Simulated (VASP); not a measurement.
HfO2: single point with LDA

HfO2:

```
Hf O
1.0
     4.78890    0.00000    0.00000
     0.00000    4.78890    0.00000
     0.00000    0.00000    3.18582
Hf O
2 4
Cartesian
  0.1125 0.0000 0.0000
  2.5069 2.3944 1.5929
  0.9344 3.8545 1.5929
  1.4601 1.4601 0.0000
  3.3288 3.3288 0.0000
  3.8545 0.9344 1.5929
```

This cell differs from its parent crystal: all Hf atoms moved +0.113 Å, as atom 1 along Cartesian [1 0 0].

```
Program                : VASP 6.6.1
Task                   : single point
Functional             : LDA
Potentials or basis    : VASP PAW LDA potentials, release 64 (Hf_pv, O)
Cutoff                 : 520 eV
k mesh                 : 6 × 6 × 8
Occupations            : gaussian, width 0.05 eV
Spin                   : no spin polarisation
Dipole correction      : no
Further INCAR settings : ALGO = Normal; EDIFF = 1e-07; NBANDS = 31
```

```json
{"Pressure": "-0.9 GPa", "Largest force": "0.918 eV/Å", "Band gap on the k mesh": "3.92 eV"}
```

Forces in eV/Å, atoms in the order of the input:
```
Hf  -0.913  0.098  0.000
Hf  -0.913 -0.098  0.000
O    0.377 -0.368  0.000
O    0.535  0.488  0.000
O    0.377  0.368  0.000
O    0.535 -0.488  0.000
```

Stress tensor (GPa, compression positive):
```
-1.22  0.00  0.00
 0.00 -0.51  0.00
 0.00  0.00 -1.06
```

Levels at points of the mesh, in eV from the valence-band top:
```
           k point  band 18  band 19  band 20  band 21  band 22  band 23  band 24  band 25  band 26  band 27
(0.00, 0.00, 0.00)    -1.60    -0.82    -0.62    -0.58     0.00     3.92     4.10     5.27     5.57     5.68
(0.50, 0.00, 0.00)    -2.80    -1.50    -1.50    -0.72    -0.72     4.61     4.61     6.26     6.26     6.52
(0.00, 0.50, 0.00)    -2.70    -1.60    -1.36    -0.80    -0.60     4.61     4.63     5.94     6.23     6.58
(0.50, 0.50, 0.00)    -1.89    -1.15    -1.15    -0.87    -0.87     4.23     4.23     5.68     5.68     6.67
(0.00, 0.00, 0.50)    -2.37    -1.94    -1.94    -0.96    -0.96     5.58     5.58     5.96     5.96     6.28
(0.50, 0.00, 0.50)    -1.90    -1.73    -1.73    -1.06    -1.06     4.24     4.24     6.33     6.33     6.89
(0.00, 0.50, 0.50)    -1.96    -1.72    -1.72    -0.99    -0.99     4.16     4.16     6.32     6.32     6.98
(0.50, 0.50, 0.50)    -2.04    -1.14    -1.14    -0.55    -0.55     5.11     5.11     5.82     5.82     6.48
```

Run time: 81 s on 1 thread of Intel(R) Xeon(R) Platinum 8488C (Sapphire Rapids), on a shared host, peak memory 0.25 GiB.

Caveat: the cell differs from its parent crystal (all Hf atoms moved +0.113 Å, as atom 1 along Cartesian [1 0 0]); spin-orbit coupling is left out, which moves the levels of the heavy elements. A k mesh can miss the band edges.
